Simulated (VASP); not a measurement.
# Cu (Cmme) in VASP: notebook, part 2 of 2

VASP 6.6.1. Earlier steps stand in the parts before.

### Step 4. Single point, PBEsol

File INCAR:

```
PREC = Accurate
ENCUT = 520
EDIFF = 1E-6
ISMEAR = 0
SIGMA = 0.15
LREAL = False
LASPH = True
NELM = 80
ALGO = Fast
ISIF = 2
LWAVE = False
LCHARG = True
GGA = PS
LELF = True
LVHAR = True
NBANDS = 18
```

File KPOINTS:

```
Automatic mesh
0
Gamma
  26 26 14
```

File POSCAR:

```
Cu
1.0
   -1.4450917219      1.4450917219      1.3600072129
    1.4450917219     -1.4450917219      1.3600072129
    2.8901834438      2.8901834438      0.0000000000
Cu
2
Direct
    0.0000000000      0.0000000000      0.0220192287
    0.5000000000      0.5000000000      0.4779807713
```

Potentials or basis: VASP PAW PBE potentials, release 64 (Cu).

Started as:

```bash
> cat potpaw_PBE.64/Cu/POTCAR > POTCAR
> mpirun -np 1 vasp_std > vasp.out
```

OUTCAR:

```text
PREC = Accurate
   ENCUT = 520
   EDIFF = 1E-6
   ISMEAR = 0
   LREAL = False
   LASPH = True
   NELM = 80
   ISIF = 2
   GGA = PS

 ion  position               nearest neighbor table
   1  0.000  0.000  0.022-   2 2.31   2 2.31   2 2.61   2 2.61   2 2.77   2 2.77
   2  0.500  0.500  0.478-   1 2.31   1 2.31   1 2.61   1 2.61   1 2.77   1 2.77

  LATTYP: Found a base centered orthorhombic cell.
 ALAT       =     2.7200144258
 B/A-ratio  =     1.5026893186
 C/A-ratio  =     1.5026893186

  Lattice vectors:

 A1 = (  -1.4450917219,   1.4450917219,   1.3600072129)
 A2 = (   1.4450917219,  -1.4450917219,   1.3600072129)
 A3 = (   2.8901834438,   2.8901834438,   0.0000000000)

Analysis of symmetry for initial positions (statically):
=====================================================================
 Subroutine PRICEL returns:
 Original cell was already a primitive cell.

 Routine SETGRP: Setting up the symmetry group for a
 base centered orthorhombic supercell.

 Subroutine GETGRP returns: Found  8 space group operations
 (whereof  4 operations were pure point group operations)
 out of a pool of  8 trial point group operations.

The static configuration has the point symmetry C_2v.
 The point group associated with its full space group is D_2h.

Analysis of symmetry for dynamics (positions and initial velocities):
=====================================================================
 Subroutine PRICEL returns:
 Original cell was already a primitive cell.

 Routine SETGRP: Setting up the symmetry group for a
 base centered orthorhombic supercell.

 Subroutine GETGRP returns: Found  8 space group operations
 (whereof  4 operations were pure point group operations)
 out of a pool of  8 trial point group operations.

The dynamic configuration has the point symmetry C_2v.
 The point group associated with its full space group is D_2h.

 Subroutine INISYM returns: Found  8 space group operations
 (whereof  4 operations are pure point group operations),
 and found     1 'primitive' translations

----------------------------------------------------------------------------------------

                                     Primitive cell

  volume of cell :      22.7207

  direct lattice vectors                    reciprocal lattice vectors
    -1.445091722  1.445091722  1.360007213    -0.172999399  0.172999399  0.367645109
     1.445091722 -1.445091722  1.360007213     0.172999399 -0.172999399  0.367645109
     2.890183444  2.890183444  0.000000000     0.172999399  0.172999399  0.000000000

  length of vectors
     2.454831927  2.454831927  4.087336624     0.441611266  0.441611266  0.244658097

  position of ions in fractional coordinates (direct lattice)
     0.000000000  0.000000000  0.022019229
     0.500000000  0.500000000  0.477980771

  ion indices of the primitive-cell ions
   primitive index   ion index
                 1           1
                 2           2

----------------------------------------------------------------------------------------

 KPOINTS: Automatic mesh

Automatic generation of k-mesh.
 Grid dimensions read from file:
 generate k-points for:   26   26   14

 Generating k-lattice:

  Cartesian coordinates                     Fractional coordinates (reciprocal lattice)
    -0.006653823  0.006653823  0.014140196     0.038461538  0.000000000  0.000000000
     0.006653823 -0.006653823  0.014140196     0.000000000  0.038461538  0.000000000
     0.012357100  0.012357100  0.000000000     0.000000000  0.000000000  0.071428571

  Length of vectors
     0.016985049  0.016985049  0.017475578

  Shift w.r.t. Gamma in fractional coordinates (k-lattice)
     0.000000000  0.000000000  0.000000000

 Subroutine IBZKPT returns following result:
 ===========================================

 Found   1464 irreducible k-points:

 Following reciprocal coordinates:
            Coordinates               Weight
  0.000000  0.000000  0.000000      1.000000
  0.038462 -0.000000  0.000000      4.000000
  0.076923 -0.000000  0.000000      4.000000
  0.115385 -0.000000  0.000000      4.000000
  0.153846 -0.000000  0.000000      4.000000
  0.192308 -0.000000  0.000000      4.000000
[... 16 lines left out ...]
  0.346154  0.038462  0.000000      4.000000
  0.384615  0.038462  0.000000      4.000000
 [... further k-points ...]
   k-points           NKPTS =   1464   k-points in BZ     NKDIM =   1464   number of bands    NBANDS=     18
   number of dos      NEDOS =    301   number of ions     NIONS =      2
   total plane-waves  NPLWV =   9720
   dimension x,y,z NGX =    18 NGY =   18 NGZ =   30
   dimension x,y,z NGXF=    36 NGYF=   36 NGZF=   60
   ions per type =               2
   NGX,Y,Z   is equivalent  to a cutoff of  12.19, 12.19, 12.20 a.u.
   NGXF,Y,Z  is equivalent  to a cutoff of  24.38, 24.38, 24.40 a.u.
 SYSTEM =  unknown system
   PREC   = accura    normal or accurate (medium, high low for compatibility)
   ISTART =      0    job   : 0-new  1-cont  2-samecut
   ICHARG =      2    charge: 1-file 2-atom 10-const
   ISPIN  =      1    spin polarized calculation?
   LNONCOLLINEAR =      F non collinear calculations
   LSORBIT =      F    spin-orbit coupling
   LASPH  =      T    aspherical Exc in radial PAW
   ENCUT  =  520.0 eV  38.22 Ry    6.18 a.u.   4.56  4.56  7.60*2*pi/ulx,y,z
   NELM   =     80;   NELMIN=  2; NELMDL= -5     # of ELM steps
   EDIFF  = 0.1E-05   stopping-criterion for ELM
   LREAL  =      F    real-space projection
[... 7 lines left out ...]
   TEBEG  =    0.0;   TEEND  =   0.0 temperature during run
   PSTRESS=    0.0 pullay stress
   NELECT =      22.0000    total number of electrons
   NUPDOWN=      -1.0000    fix difference up-down
   EMIN   =  10.00;   EMAX   =-10.00  energy-range for DOS
   EFERMI =   0.00;   METHOD = LEGACY
   ISMEAR =     0;   SIGMA  =   0.15  broadening in eV -4-tet -1-fermi 0-gaus
   EFERMI_NEDOS =   21; number of points for ismear=-14 and -15
   IALGO  =     68    algorithm
   IMIX   =      4    mixing-type and parameters
     AMIX     =   0.40;   BMIX     =  1.00
     AMIX_MAG =   1.60;   BMIX_MAG =  1.00
  volume/ion in A,a.u.               =      11.36        76.66
  Fermi-wavevector in a.u.,A,eV,Ry     =   1.619602  3.060605 35.689600  2.623112
  Thomas-Fermi vector in A             =   2.713677
   LORBIT       =      0    0 simple, 1 ext, 2 COOP (PROOUT), +10 PAW based schemes
   GGA     = PS    functional components
   LHFCALC =     F    Hartree Fock is set to
   AEXX    =    0.0000 exact exchange contribution
   IVDW    =     0    specifies the selected vdW correction
   LEPSILON=     F    determine dielectric tensor
   LRPA    =     F    only Hartree local field effects (RPA)
 non-spin polarized calculation
 RMM-DIIS sequential band-by-band and
 Gauss-broadening in eV      SIGMA  =   0.15
  energy-cutoff  :      520.00
  volume of cell :       22.72
 maximum number of plane-waves:       632
   NGX =  9   NGY =  9   NGZ = 15

 number of electron      21.9999999 magnetization

 Free energy of the ion-electron system (eV)
  ---------------------------------------------------
  ext. energy  EPLUGINS =         0.00000000
  ---------------------------------------------------
  free energy    TOTEN  =        -8.40862153 eV

  energy without entropy =       -8.40083217  energy(sigma->0) =       -8.40472685

 E-fermi :   7.9005     XC(G=0): -13.1191

 val. band max:        7.8992374360   @ k =   0.5000   0.1923   0.0000
 cond. band min:       7.9047589684   @ k =   0.5000   0.2308   0.0714
 fundamental gap:      0.0055215324
 Fermi energy:         7.9004672690

 k-point     1 :       0.0000    0.0000    0.0000
  band No.  band energies     occupation
      1      -1.8182      2.00000
      2       2.5175      2.00000
      3       4.0587      2.00000
      4       4.4684      2.00000
      5       4.6472      2.00000
      6       4.7730      2.00000
[... 10 lines left out ...]
     17      32.6339      0.00000
     18      32.8069      0.00000
[... 463 lines left out ...]
 k-point    24 :       0.3846    0.0385    0.0000
  band No.  band energies     occupation
      1       2.2005      2.00000
      2       3.4022      2.00000
      3       3.9831      2.00000
      4       4.0428      2.00000
      5       4.2973      2.00000
      6       4.4848      2.00000
[... 10 lines left out ...]
     17      23.2779      0.00000
     18      27.6024      0.00000

 [... further k-points ...]

------------------------ aborting loop because EDIFF is reached ----------------------------------------

  FORCE on cell =-STRESS in cart. coord.  units (eV):
  Direction    XX          YY          ZZ          XY          YZ          ZX
  --------------------------------------------------------------------------------------
  -------------------------------------------------------------------------------------
  Total        0.5830102      0.5830102      0.7351758      0.3501523     -0.0000000     -0.0000000
  in kB       41.1116284     41.1116284     51.8417608     24.6913874     -0.0000000     -0.0000000
  external PRESSURE =      44.6883392 kB  Pullay stress =       0.0000000 kB

 VOLUME and BASIS-vectors are now :
 -----------------------------------------------------------------------------
  energy-cutoff  :      520.00
  volume of cell :       22.72
      direct lattice vectors                 reciprocal lattice vectors
    -1.445091722  1.445091722  1.360007213    -0.172999399  0.172999399  0.367645109
     1.445091722 -1.445091722  1.360007213     0.172999399 -0.172999399  0.367645109
     2.890183444  2.890183444  0.000000000     0.172999399  0.172999399  0.000000000

 POSITION                                       TOTAL-FORCE (eV/Angst)
 -----------------------------------------------------------------------------------
      0.06364      0.06364      0.00000        -1.099029     -1.099029      0.000000
      1.38145      1.38145      1.36001         1.099029      1.099029      0.000000
 -----------------------------------------------------------------------------------
    total drift:                               -0.000000     -0.000000      0.000000

  FREE ENERGIE OF THE ION-ELECTRON SYSTEM (eV)
  ---------------------------------------------------
  free  energy   TOTEN  =        -8.4086215256 eV

  energy  without entropy=       -8.4008321726  energy(sigma->0) =       -8.40472685
```

OSZICAR:

```text
N       E                     dE             d eps       ncg     rms          rms(c)
DAV:   1     0.123966593870E+03    0.12397E+03   -0.10568E+04 57036   0.222E+03
DAV:   2    -0.404936936721E+01   -0.12802E+03   -0.12138E+03 52822   0.292E+02
DAV:   3    -0.104874215175E+02   -0.64381E+01   -0.62018E+01 58300   0.886E+01
DAV:   4    -0.105585495187E+02   -0.71128E-01   -0.71074E-01 61750   0.101E+01
DAV:   5    -0.105595089518E+02   -0.95943E-03   -0.95940E-03 63170   0.102E+00    0.117E+01
RMM:   6    -0.911951064965E+01    0.14400E+01   -0.11937E+01 61740   0.613E+01    0.623E+00
RMM:   7    -0.843752536785E+01    0.68199E+00   -0.20558E+00 60928   0.264E+01    0.156E+00
RMM:   8    -0.841101489602E+01    0.26510E-01   -0.88042E-02 62013   0.267E+00    0.326E-01
RMM:   9    -0.840905382405E+01    0.19611E-02   -0.25308E-02 63078   0.303E+00    0.256E-01
RMM:  10    -0.840854231065E+01    0.51151E-03   -0.43416E-03 70241   0.583E-01    0.390E-02
RMM:  11    -0.840859574114E+01   -0.53430E-04   -0.95603E-04 65172   0.447E-01    0.397E-02
RMM:  12    -0.840860999535E+01   -0.14254E-04   -0.46884E-04 66509   0.227E-01    0.192E-02
RMM:  13    -0.840862149088E+01   -0.11496E-04   -0.16759E-04 75684   0.131E-01    0.652E-03
RMM:  14    -0.840862380122E+01   -0.23103E-05   -0.17010E-05 59427   0.322E-02    0.112E-02
RMM:  15    -0.840862182169E+01    0.19795E-05   -0.18904E-06 45111   0.181E-02    0.525E-03
RMM:  16    -0.840862152558E+01    0.29611E-06   -0.72662E-07 36762   0.877E-03
   1 F= -.84086215E+01 E0= -.84047268E+01  d E =-.778935E-02
```

stdout:

```text
POSCAR found type information on POSCAR Cu
 POSCAR found :  1 types and       2 ions
 scaLAPACK will be used
 -----------------------------------------------------------------------------
|                                                                             |
|                                                                             |
|     You enforced a specific xc type in the INCAR file but a different       |
[... 21 lines left out ...]
WARNING in EDDRMM: call to ZHEGV failed, returncode =   6  3     14
WARNING in EDDRMM: call to ZHEGV failed, returncode =   6  3     17
WARNING in EDDRMM: call to ZHEGV failed, returncode =   6  3     18
WARNING in EDDRMM: call to ZHEGV failed, returncode =   8  4     14
WARNING in EDDRMM: call to ZHEGV failed, returncode =   6  3     17
WARNING in EDDRMM: call to ZHEGV failed, returncode =   8  4     16
WARNING in EDDRMM: call to ZHEGV failed, returncode =   6  3     18
```

Run time: 12 min. Hardware: 1 thread of Oxide Virtual Turin-like, shared host; peak memory 0.51 GiB.

Results:

| Item | Value |
| --- | --- |
| Free energy | -8.4086 eV |
| Pressure | 4.5 GPa |
| Largest force | 1.554 eV/Å |
| Band gap on the k mesh | zero (bands 11 and 12 overlap by 6.28 eV) |

Forces on the atoms (eV/Å):
```
Cu  -1.099 -1.099  0.000
Cu   1.099  1.099  0.000
```

Stress tensor (GPa, compression positive):
```
4.11 2.47 0.00
2.47 4.11 0.00
0.00 0.00 5.18
```

Caveat: the cell stands under pressure; the PAW data sets were made with another functional, which shifts forces and pressure a little.
